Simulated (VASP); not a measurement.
A run of VASP 6.6.1:

Contents of INCAR:

```
SYSTEM = CdSe
PREC     = Accurate       ! precision mode
ENCUT    = 520            ! plane-wave cutoff, eV
EDIFF    = 1E-8           ! SCF threshold, eV
ISMEAR   = -1             ! smearing method
SIGMA    = 0.05           ! smearing width, eV
LREAL    = .FALSE.        ! projectors in reciprocal space
LASPH    = .TRUE.         ! aspherical terms in the spheres
NELM     = 60             ! most SCF steps
ALGO     = Normal         ! electronic algorithm
ISIF     = 2              ! what is computed and relaxed
LWAVE    = .FALSE.        ! write WAVECAR
LCHARG   = .TRUE.         ! write CHGCAR
NBANDS   = 16             ! bands
IBRION   = 8              ! ionic algorithm
NSW      = 1              ! ionic steps
```

The input KPOINTS:

```
Automatic mesh
0
G
  6 6 6
  0 0 0
```

POSCAR

```
CdSe
1.0
    3.5568600000      0.0000000000      0.0000000000
    0.0000000000      3.5568600000      0.0000000000
    0.0000000000      0.0000000000      3.5568600000
Cd Se
1 1
Direct
    0.5000000000      0.5000000000      0.5000000000
    0.0000000000      0.0000000000      0.0000000000
```

Potentials or basis: VASP PAW LDA potentials, release 64 (Cd, Se).

Command:

```console
$ cat potpaw_LDA.64/Cd/POTCAR potpaw_LDA.64/Se/POTCAR > POTCAR
$ mpirun -np 1 vasp_std > vasp.out
```

Hardware: 1 thread of Intel Xeon 8259CL, on a shared host.

Q: Estimate the wall time of this run.

A: Run time: 100 s on 1 thread of Intel Xeon 8259CL, on a shared host, peak memory 0.21 GiB. Counts: scf iterations 38, k points 20.
